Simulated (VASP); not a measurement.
# Li (Im-3m) in VASP: notebook

Runs on Li. Level: PBE+D3(BJ). Tasks: single point.

Everything below comes from runs of VASP 6.6.1. Logs are shortened: lines on timing, memory, paths and dates and some standing lists are left out, and cuts for length are marked.

## Step 1: The cell of the first run

The structure is cubic, space group Im-3m (No. 229). Conventional cell: a = 3.185 Å, b = 3.185 Å, c = 3.185 Å, α = 90.00°, β = 90.00°, γ = 90.00°. Li (site symmetry m-3m) has 14 Li at 2.76 to 3.19 Å within 3.6 Å.

## Step 2: Single point, PBE+D3(BJ) (volume scaled by 0.88)

INCAR

```
ALGO = Normal
EDIFF = 1E-7
ENCUT = 520
GGA = PE
ISIF = 2
ISMEAR = 0
IVDW = 12
LASPH = True
LCHARG = True
LELF = True
LREAL = False
LVHAR = True
LWAVE = False
NBANDS = 8
NELM = 100
PREC = Accurate
SIGMA = 0.1
```

KPOINTS

```
k-points
0
Gamma
  18 18 18
```

POSCAR

```
Li
1.0
   -1.5925062066      1.5925062066      1.5925062066
    1.5925062066     -1.5925062066      1.5925062066
    1.5925062066      1.5925062066     -1.5925062066
Li
1
Direct
    0.0000000000      0.0000000000      0.0000000000
```

Potentials or basis: VASP PAW PBE potentials, release 64 (Li_sv).

Launch:

```console
cat potpaw_PBE.64/Li_sv/POTCAR > POTCAR
mpirun -np 1 vasp_std > vasp.out
```

OUTCAR:

```text
EDIFF = 1E-7
   ENCUT = 520
   GGA = PE
   ISIF = 2
   ISMEAR = 0
   IVDW = 12
   LASPH = True
   LREAL = False
   NELM = 100
   PREC = Accurate
 IVDW          = 12

 ion  position               nearest neighbor table
   1  0.000  0.000  0.000-

  LATTYP: Found a body centered cubic cell.
 ALAT       =     3.1850124132

  Lattice vectors:

 A1 = (  -1.5925062066,   1.5925062066,   1.5925062066)
 A2 = (   1.5925062066,  -1.5925062066,   1.5925062066)
 A3 = (   1.5925062066,   1.5925062066,  -1.5925062066)

Analysis of symmetry for initial positions (statically):
=====================================================================
 Subroutine PRICEL returns:
 Original cell was already a primitive cell.

 Routine SETGRP: Setting up the symmetry group for a
 body centered cubic supercell.

 Subroutine GETGRP returns: Found 48 space group operations
 (whereof 48 operations were pure point group operations)
 out of a pool of 48 trial point group operations.

The static configuration has the point symmetry O_h .

Analysis of symmetry for dynamics (positions and initial velocities):
=====================================================================
 Subroutine PRICEL returns:
 Original cell was already a primitive cell.

 Routine SETGRP: Setting up the symmetry group for a
 body centered cubic supercell.

 Subroutine GETGRP returns: Found 48 space group operations
 (whereof 48 operations were pure point group operations)
 out of a pool of 48 trial point group operations.

The dynamic configuration has the point symmetry O_h .

 Subroutine INISYM returns: Found 48 space group operations
 (whereof 48 operations are pure point group operations),
 and found     1 'primitive' translations

----------------------------------------------------------------------------------------

                                     Primitive cell

  volume of cell :      16.1549

  direct lattice vectors                    reciprocal lattice vectors
    -1.592506207  1.592506207  1.592506207     0.000000000  0.313970519  0.313970519
     1.592506207 -1.592506207  1.592506207     0.313970519  0.000000000  0.313970519
     1.592506207  1.592506207 -1.592506207     0.313970519  0.313970519  0.000000000

  length of vectors
     2.758301661  2.758301661  2.758301661     0.444021366  0.444021366  0.444021366

  position of ions in fractional coordinates (direct lattice)
     0.000000000  0.000000000  0.000000000

  ion indices of the primitive-cell ions
   primitive index   ion index
                 1           1

----------------------------------------------------------------------------------------

 KPOINTS: k-points

Automatic generation of k-mesh.
 Grid dimensions read from file:
 generate k-points for:   18   18   18

 Generating k-lattice:

  Cartesian coordinates                     Fractional coordinates (reciprocal lattice)
     0.000000000  0.017442807  0.017442807     0.055555556  0.000000000  0.000000000
     0.017442807  0.000000000  0.017442807     0.000000000  0.055555556  0.000000000
     0.017442807  0.017442807  0.000000000     0.000000000  0.000000000  0.055555556

  Length of vectors
     0.024667854  0.024667854  0.024667854

  Shift w.r.t. Gamma in fractional coordinates (k-lattice)
     0.000000000  0.000000000  0.000000000

 Subroutine IBZKPT returns following result:
 ===========================================

 Found    195 irreducible k-points:

 Following reciprocal coordinates:
            Coordinates               Weight
  0.000000  0.000000  0.000000      1.000000
  0.055556  0.000000  0.000000     12.000000
  0.111111  0.000000  0.000000     12.000000
  0.166667  0.000000  0.000000     12.000000
  0.222222  0.000000  0.000000     12.000000
  0.277778  0.000000  0.000000     12.000000
[... 16 lines left out ...]
  0.333333  0.111111 -0.000000     48.000000
  0.388889  0.111111  0.000000     48.000000
 [... further k-points ...]
   k-points           NKPTS =    195   k-points in BZ     NKDIM =    195   number of bands    NBANDS=      8
   number of dos      NEDOS =    301   number of ions     NIONS =      1
   total plane-waves  NPLWV =  13824
   dimension x,y,z NGX =    24 NGY =   24 NGZ =   24
   dimension x,y,z NGXF=    48 NGYF=   48 NGZF=   48
   ions per type =               1
   NGX,Y,Z   is equivalent  to a cutoff of  14.47, 14.47, 14.47 a.u.
   NGXF,Y,Z  is equivalent  to a cutoff of  28.93, 28.93, 28.93 a.u.
 SYSTEM =  unknown system
   PREC   = accura    normal or accurate (medium, high low for compatibility)
   ISTART =      0    job   : 0-new  1-cont  2-samecut
   ICHARG =      2    charge: 1-file 2-atom 10-const
   ISPIN  =      1    spin polarized calculation?
   LNONCOLLINEAR =      F non collinear calculations
   LSORBIT =      F    spin-orbit coupling
   LASPH  =      T    aspherical Exc in radial PAW
   ENCUT  =  520.0 eV  38.22 Ry    6.18 a.u.   5.13  5.13  5.13*2*pi/ulx,y,z
   NELM   =    100;   NELMIN=  2; NELMDL= -5     # of ELM steps
   EDIFF  = 0.1E-06   stopping-criterion for ELM
   LREAL  =      F    real-space projection
   EDIFFG = 0.1E-05   stopping-criterion for IOM
   NSW    =      0    number of steps for IOM
   IBRION =     -1    ionic relax: 0-MD 1-quasi-New 2-CG
   NFREE  =      0    steps in history (QN), initial steepest desc. (CG)
   ISIF   =      2    stress and relaxation
   ISYM   =      2    0-nonsym 1-usesym 2-fastsym
   POTIM  = 0.5000    time-step for ionic-motion
   TEBEG  =    0.0;   TEEND  =   0.0 temperature during run
   PSTRESS=    0.0 pullay stress
   NELECT =       3.0000    total number of electrons
   NUPDOWN=      -1.0000    fix difference up-down
   EMIN   =  10.00;   EMAX   =-10.00  energy-range for DOS
   EFERMI =   0.00;   METHOD = LEGACY
   ISMEAR =     0;   SIGMA  =   0.10  broadening in eV -4-tet -1-fermi 0-gaus
   EFERMI_NEDOS =   21; number of points for ismear=-14 and -15
   IALGO  =     38    algorithm
   IMIX   =      4    mixing-type and parameters
     AMIX     =   0.40;   BMIX     =  1.00
     AMIX_MAG =   1.60;   BMIX_MAG =  1.00
  volume/ion in A,a.u.               =      16.15       109.02
  Fermi-wavevector in a.u.,A,eV,Ry     =   0.934001  1.765006 11.869155  0.872358
  Thomas-Fermi vector in A             =   2.060761
   LORBIT       =      0    0 simple, 1 ext, 2 COOP (PROOUT), +10 PAW based schemes
   GGA     = PE    functional components
   LHFCALC =     F    Hartree Fock is set to
   AEXX    =    0.0000 exact exchange contribution
   IVDW    =    12    specifies the selected vdW correction
   LEPSILON=     F    determine dielectric tensor
   LRPA    =     F    only Hartree local field effects (RPA)
 non-spin polarized calculation
 Gauss-broadening in eV      SIGMA  =   0.10
  energy-cutoff  :      520.00
  volume of cell :       16.15
 maximum number of plane-waves:       466
 NGX is ok and might be reduce to    24
   NGX = 11   NGY = 11   NGZ = 11

 number of electron       3.0000004 magnetization

 Free energy of the ion-electron system (eV)
  ---------------------------------------------------
  ext. energy  EPLUGINS =         0.00000000
  ---------------------------------------------------
  free energy    TOTEN  =        -1.85520462 eV

  energy without entropy =       -1.85265961  energy(sigma->0) =       -1.85393211

 E-fermi :   1.3339     XC(G=0):  -7.6212

 val. band max:        1.3215003746   @ k =   0.2778   0.2222   0.0000
 cond. band min:       1.3411788462   @ k =   0.3889   0.0556   0.0556
 fundamental gap:      0.0196784716
 Fermi energy:         1.3338675999

 k-point     1 :       0.0000    0.0000    0.0000
  band No.  band energies     occupation
      1     -44.8424      2.00000
      2      -2.5106      2.00000
      3      18.4912      0.00000
      4      18.4912      0.00000
      5      18.4912      0.00000
      6      23.7633      0.00000
      7      23.7633      0.00000
      8      23.7633      0.00000

 k-point     2 :       0.0556    0.0000    0.0000
  band No.  band energies     occupation
      1     -44.8411      2.00000
      2      -2.4480      2.00000
      3      18.0149      0.00000
      4      18.1165      0.00000
      5      18.3611      0.00000
      6      22.5669      0.00000
      7      22.7708      0.00000
      8      24.0470      0.00000

 k-point     3 :       0.1111    0.0000    0.0000
  band No.  band energies     occupation
      1     -44.8370      2.00000
      2      -2.2602      2.00000
      3      16.5880      0.00000
      4      17.2898      0.00000
      5      17.9880      0.00000
      6      21.4298      0.00000
      7      21.4687      0.00000
      8      23.5760      0.00000

 k-point     4 :       0.1667    0.0000    0.0000
  band No.  band energies     occupation
      1     -44.8309      2.00000
      2      -1.9465      2.00000
      3      14.6065      0.00000
      4      16.3723      0.00000
      5      17.4425      0.00000
      6      20.3035      0.00000
      7      20.9704      0.00000
      8      23.5381      0.00000

 k-point     5 :       0.2222    0.0000    0.0000
  band No.  band energies     occupation
      1     -44.8234      2.00000
      2      -1.5072      2.00000
      3      12.5221      0.00000
      4      15.5193      0.00000
      5      16.8340      0.00000
      6      19.3090      0.00000
      7      20.8578      0.00000
      8      23.8572      0.00000
[... 177 lines left out ...]
 k-point    22 :       0.2778    0.1111    0.0000
  band No.  band energies     occupation
      1     -44.8059      2.00000
      2      -0.0678      2.00000
      3       8.7267      0.00000
      4      12.7787      0.00000
      5      14.7215      0.00000
      6      20.2216      0.00000
      7      21.3136      0.00000
      8      25.4132      0.00000

 k-point    23 :       0.3333    0.1111   -0.0000
  band No.  band energies     occupation
      1     -44.8002      2.00000
      2       0.6943      2.00000
      3       7.1440      0.00000
      4      12.3769      0.00000
      5      14.3418      0.00000
      6      19.9119      0.00000
      7      21.6535      0.00000
      8      26.2118      0.00000

 k-point    24 :       0.3889    0.1111    0.0000
  band No.  band energies     occupation
      1     -44.7964      2.00000
      2       1.4241      0.20192
      3       5.9161      0.00000
      4      12.1343      0.00000
      5      14.1099      0.00000
      6      19.7110      0.00000
      7      21.9535      0.00000
      8      27.0267      0.00000

 [... further k-points ...]

------------------------ aborting loop because EDIFF is reached ----------------------------------------

 Edisp (eV)   -0.21247

 E8    (eV) :    -0.0882

  FORCE on cell =-STRESS in cart. coord.  units (eV):
  Direction    XX          YY          ZZ          XY          YZ          ZX
  --------------------------------------------------------------------------------------
  -------------------------------------------------------------------------------------
  Total       0.23362     0.23362     0.23362     0.00000    -0.00000    -0.00000
  in kB      23.16932    23.16932    23.16932     0.00000    -0.00000    -0.00000
  external pressure =       23.17 kB  Pullay stress =        0.00 kB

 VOLUME and BASIS-vectors are now :
 -----------------------------------------------------------------------------
  energy-cutoff  :      520.00
  volume of cell :       16.15
      direct lattice vectors                 reciprocal lattice vectors
    -1.592506207  1.592506207  1.592506207     0.000000000  0.313970519  0.313970519
     1.592506207 -1.592506207  1.592506207     0.313970519  0.000000000  0.313970519
     1.592506207  1.592506207 -1.592506207     0.313970519  0.313970519  0.000000000

 POSITION                                       TOTAL-FORCE (eV/Angst)
 -----------------------------------------------------------------------------------
      0.00000      0.00000      0.00000         0.000000      0.000000      0.000000
 -----------------------------------------------------------------------------------
    total drift:                                0.000000      0.000000     -0.000000

  FREE ENERGIE OF THE ION-ELECTRON SYSTEM (eV)
  ---------------------------------------------------
  free  energy   TOTEN  =        -2.0676701246 eV

  energy  without entropy=       -2.0651251085  energy(sigma->0) =       -2.06639762
```

It took 9.5 s on 1 thread of Intel Xeon Platinum 8559C (Emerald Rapids), shared host; peak memory 0.15 GiB.

What came out:

```
Free energy                : -2.0677 eV
Dispersion energy per atom : -0.212 eV
```

Caveat: the cell differs from its parent crystal (volume scaled by 0.88); the cutoff is under 1.25 times the usual one of these potentials, so pressure, stress and relaxed cells hold a basis-set (Pulay) error; pairwise dispersion overbinds metals, which lowers pressure and volume.

## Step 3: Single point, PBE+D3(BJ) (volume scaled by 0.91)

INCAR

```
  ALGO = Normal
  EDIFF = 1E-6
  ENCUT = 520
  GGA = PE
  ISIF = 2
  ISMEAR = 0
  IVDW = 12
  LASPH = T
  LCHARG = F
  LREAL = F
  LWAVE = F
  NBANDS = 8
  NELM = 60
  PREC = Accurate
  SIGMA = 0.1
```

KPOINTS is that of step 2.

POSCAR

```
Li
1.0
   -1.6104010325      1.6104010325      1.6104010325
    1.6104010325     -1.6104010325      1.6104010325
    1.6104010325      1.6104010325     -1.6104010325
Li
1
Direct
    0.0000000000      0.0000000000      0.0000000000
```

Potentials or basis: VASP PAW PBE potentials, release 64 (Li_sv).

Launch:

```console
cat potpaw_PBE.64/Li_sv/POTCAR > POTCAR
mpirun -np 1 vasp_std > vasp.out
```

It took 8.8 s on 1 thread of Intel Xeon Platinum 8559C (Emerald Rapids), shared host; peak memory 0.15 GiB.

Results (log left out):

```yaml
Free_energy: -2.0749 eV
Dispersion_energy_per_atom: -0.205 eV
```

Levels at points of the mesh, in eV from the Fermi level:
```
           k point  band 1  band 2  band 3  band 4  band 5  band 6
(0.00, 0.00, 0.00)  -46.23   -3.81   16.76   16.76   16.76   21.95
(0.50, 0.00, 0.00)  -46.18    0.19    3.95   11.84   13.47   15.38
(0.50, 0.50, 0.50)  -46.16    6.25    6.25    6.25    8.68    8.68
```

Caveat: the cell differs from its parent crystal (volume scaled by 0.91); the cutoff is under 1.25 times the usual one of these potentials, so pressure, stress and relaxed cells hold a basis-set (Pulay) error; pairwise dispersion overbinds metals, which lowers pressure and volume.

## Step 4: Single point, PBE+D3(BJ) (volume scaled by 0.94)

INCAR

```
SYSTEM = Li
PREC = Accurate
ENCUT = 520
EDIFF = 1E-6
ISMEAR = 0
SIGMA = 0.1
LREAL = .FALSE.
LASPH = .TRUE.
NELM = 80
ALGO = Normal
ISIF = 2
LWAVE = .FALSE.
LCHARG = .FALSE.
GGA = PE
IVDW = 12
NBANDS = 8
```

KPOINTS

```
regular mesh
0
G
  18 18 18
  0 0 0
```

POSCAR

```
Li
1.0
   -1.6279067631      1.6279067631      1.6279067631
    1.6279067631     -1.6279067631      1.6279067631
    1.6279067631      1.6279067631     -1.6279067631
Li
1
Direct
    0.0000000000      0.0000000000      0.0000000000
```

Launch:

```console
cat potpaw_PBE.64/Li_sv/POTCAR > POTCAR
mpirun -np 1 vasp_std > vasp.out
```

Run time: 8.9 s. Hardware: 1 thread of Intel Xeon Platinum 8559C (Emerald Rapids), shared host; peak memory 0.15 GiB.

The run converged. Its results:

```yaml
Free_energy: -2.0798 eV
Dispersion_energy_per_atom: -0.199 eV
```

Levels at points of the mesh, in eV from the Fermi level:
```tsv
k point	band 1	band 2	band 3	band 4
(0.00, 0.00, 0.00)	-46.27	-3.77	16.37	16.37
(0.50, 0.00, 0.00)	-46.24	0.20	3.82	11.58
(0.50, 0.50, 0.50)	-46.21	6.12	6.12	6.12
```

Caveat: the cell differs from its parent crystal (volume scaled by 0.94); the cutoff is under 1.25 times the usual one of these potentials, so pressure, stress and relaxed cells hold a basis-set (Pulay) error; pairwise dispersion overbinds metals, which lowers pressure and volume.

## Step 5: Single point, PBE+D3(BJ) (volume scaled by 0.97)

INCAR

```
ALGO = Normal
EDIFF = 1E-6
ENCUT = 520
GGA = PE
ISIF = 2
ISMEAR = 0
IVDW = 12
LASPH = T
LCHARG = T
LELF = T
LREAL = F
LVHAR = T
LWAVE = F
NBANDS = 8
NELM = 60
PREC = Accurate
SIGMA = 0.1
```

KPOINTS

```
k-points
0
Gamma
  18 18 18
```

POSCAR

```
Li
1.0
   -1.6450438831      1.6450438831      1.6450438831
    1.6450438831     -1.6450438831      1.6450438831
    1.6450438831      1.6450438831     -1.6450438831
Li
1
Direct
    0.0000000000      0.0000000000      0.0000000000
```

Launch:

```console
cat potpaw_PBE.64/Li_sv/POTCAR > POTCAR
mpirun -np 1 vasp_std > vasp.out
```

Run time: 9.3 s. Hardware: 1 thread of Intel Xeon Platinum 8559C (Emerald Rapids), shared host; peak memory 0.15 GiB.

Results (log left out):

- Free energy: -2.0825 eV
- Dispersion energy per atom: -0.192 eV

Levels at points of the mesh, in eV from the Fermi level:
```csv
k point,band 1,band 2,band 3,band 4,band 5
"(0.00, 0.00, 0.00)",-46.32,-3.73,16.01,16.01,16.01
"(0.50, 0.00, 0.00)",-46.29,0.21,3.71,11.33,12.90
"(0.50, 0.50, 0.50)",-46.27,6.00,6.00,6.00,8.36
```

Caveat: the cell differs from its parent crystal (volume scaled by 0.97); the cutoff is under 1.25 times the usual one of these potentials, so pressure, stress and relaxed cells hold a basis-set (Pulay) error; pairwise dispersion overbinds metals, which lowers pressure and volume.

## Step 6: Single point, PBE+D3(BJ)

This run uses another cell than the first one, of 18.36 Å³/atom, 1.136 times its volume.

INCAR

```
PREC     = Accurate       # precision mode
ENCUT    = 520            # plane-wave cutoff, eV
EDIFF    = 1E-6           # SCF threshold, eV
ISMEAR   = 0              # smearing method
SIGMA    = 0.1            # smearing width, eV
LREAL    = F              # projectors in reciprocal space
LASPH    = T              # aspherical terms in the spheres
NELM     = 80             # most SCF steps
ALGO     = Normal         # electronic algorithm
ISIF     = 2              # what is computed and relaxed
LWAVE    = F              # write WAVECAR
LCHARG   = F              # write CHGCAR
GGA      = PE             # functional
IVDW     = 12             # dispersion correction
NBANDS   = 8              # bands
```

KPOINTS

```
Automatic mesh
0
Gamma
  18 18 18
```

POSCAR

```
Li
1.0
   -1.6618312046      1.6618312046      1.6618312046
    1.6618312046     -1.6618312046      1.6618312046
    1.6618312046      1.6618312046     -1.6618312046
Li
1
Direct
    0.0000000000      0.0000000000      0.0000000000
```

Potentials or basis: VASP PAW PBE potentials, release 64 (Li_sv).

Launch:

```console
cat potpaw_PBE.64/Li_sv/POTCAR > POTCAR
mpirun -np 1 vasp_std > vasp.out
```

It took 8.8 s on 1 thread of Intel Xeon Platinum 8559C (Emerald Rapids), shared host; peak memory 0.14 GiB.

Results (log left out):

```
Free energy                : -2.0834 eV
Dispersion energy per atom : -0.187 eV
```

Levels at points of the mesh, in eV from the Fermi level:
| k point | band 1 | band 2 | band 3 | band 4 |
| --- | --- | --- | --- | --- |
| (0.00, 0.00, 0.00) | -46.37 | -3.69 | 15.67 | 15.67 |
| (0.50, 0.00, 0.00) | -46.34 | 0.21 | 3.59 | 11.09 |
| (0.50, 0.50, 0.50) | -46.32 | 5.88 | 5.88 | 5.88 |

Caveat: the cutoff is under 1.25 times the usual one of these potentials, so pressure, stress and relaxed cells hold a basis-set (Pulay) error; pairwise dispersion overbinds metals, which lowers pressure and volume.

## Step 7: Summary

| cell | gap on the mesh (eV) |
| --- | --- |
| a = 2.758 Å, angles 109.5°, 1 atom | none |
| a = 2.789 Å, angles 109.5°, 1 atom | none |
| a = 2.820 Å, angles 109.5°, 1 atom | none |
| a = 2.849 Å, angles 109.5°, 1 atom | none |
| a = 2.878 Å, angles 109.5°, 1 atom | none |

Alike in all rows: task single point; level PBE+D3(BJ); potentials or basis VASP PAW PBE potentials, release 64 (Li_sv); no spin polarisation; k mesh 18 × 18 × 18; cutoff (eV) 520; smearing gaussian 0.1 eV.

Caveats: the cutoff is under 1.25 times the usual one of these potentials, so pressure, stress and relaxed cells hold a basis-set (Pulay) error; pairwise dispersion overbinds metals, which lowers pressure and volume.

Total energies depend on the potentials used, so only differences within one code and one set of settings carry meaning.
